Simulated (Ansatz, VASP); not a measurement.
# One calculation of CdSe, two programs

The input POSCAR:

```
CdSe
1.0
    0.0000000000      3.0358077929      3.0358077929
    3.0358077929      0.0000000000      3.0358077929
    3.0358077929      3.0358077929      0.0000000000
Cd Se
1 1
Direct
    0.0000000000      0.0000000000      0.0000000000
    0.7500000000      0.7500000000      0.7500000000
```

INCAR.step1

```
  PREC = Accurate
  ENCUT = 520
  ISMEAR = 0
  SIGMA = 0.02
  LREAL = False
  LASPH = True
  NELM = 100
  NBANDS = 16
  GGA = PE
  ALGO = Normal
  EDIFF = 1E-4
  LWAVE = True
  LCHARG = False
```

INCAR.step2

```
  PREC = Accurate
  ENCUT = 520
  EDIFF = 1E-6
  ISMEAR = 0
  SIGMA = 0.02
  LREAL = False
  LASPH = True
  NELM = 100
  ALGO = Normal
  ISIF = 2
  LWAVE = False
  LCHARG = False
  METAGGA = R2SCAN
  LMIXTAU = True
  NBANDS = 16
  ISTART = 1
```

The input KPOINTS:

```
Automatic mesh
0
Gamma
  8 8 8
```

Input for Ansatz:

```yaml
crystal:
  lattice:
    - [0.0, 3.0358077908, 3.0358077908]
    - [3.0358077908, 0.0, 3.0358077908]
    - [3.0358077908, 3.0358077908, 0.0]
  atoms:
    - { symbol: Cd, position: [0.0, 0.0, 0.0] }
    - { symbol: Se, position: [0.75, 0.75, 0.75] }
basis:
  ecutwfc: 500
kpoints:
  mp_grid: { grid: [8, 8, 8] }
hamiltonian:
  xc: r2scan
scf:
  occupations: { method: gaussian, width: 0.02 }
output:
  forces: true
  stress: true
  eigenvalues: true
```

Alike in both runs: task single point; functional r2SCAN; k mesh 8 × 8 × 8; occupations gaussian, width 0.02 eV; no spin polarisation.

```csv
,VASP,Ansatz
version,VASP 6.6.1,Ansatz 0.2.0
potentials or method,"VASP PAW PBE potentials, release 64 (Cd, Se), cutoff 520 eV","scalar-relativistic, plane waves, PAW"
valence electrons in the cell,18,36
```

VASP gave:

| Item | Value |
| --- | --- |
| gap on the k mesh at the Fermi level (eV) | 1.10 |
| least direct gap on the mesh (eV) | 1.10 |
| pressure (GPa) | 2.0 |

Q: Estimate Ansatz's values.

A: gap on the k mesh at the Fermi level (eV): 1.11; least direct gap on the mesh (eV): 1.11; pressure (GPa): 1.7.

VASP's potentials were made for PBE, not for r2SCAN. VASP's potentials hold 18 valence electrons a cell and Ansatz's 36, so a difference there can come from the potentials and not from the codes.
